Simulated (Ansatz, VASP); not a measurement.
**Two plane-wave programs on Lu**

```
CELL_PARAMETERS angstrom
0.00000 2.45739 2.45739
2.45739 0.00000 2.45739
2.45739 2.45739 0.00000
ATOMIC_POSITIONS crystal
Lu 0.00000 0.00000 0.00000
```

Alike in both runs: task single point; functional PBE; k mesh 8 × 8 × 8; occupations gaussian, width 0.05 eV; no spin polarisation.

|  | VASP | Ansatz |
| --- | --- | --- |
| version | VASP 6.6.1 | Ansatz 0.2.0 |
| potentials or method | VASP PAW PBE potentials, release 64 (Lu), cutoff 520 eV | scalar-relativistic, plane waves, PAW |
| valence electrons in the cell | 25 | 25 |

|  | VASP | Ansatz | Ansatz less VASP |
| --- | --- | --- | --- |
| pressure (GPa) | -1.3 | -1.5 | -0.11 |

Spin-orbit coupling is off throughout.
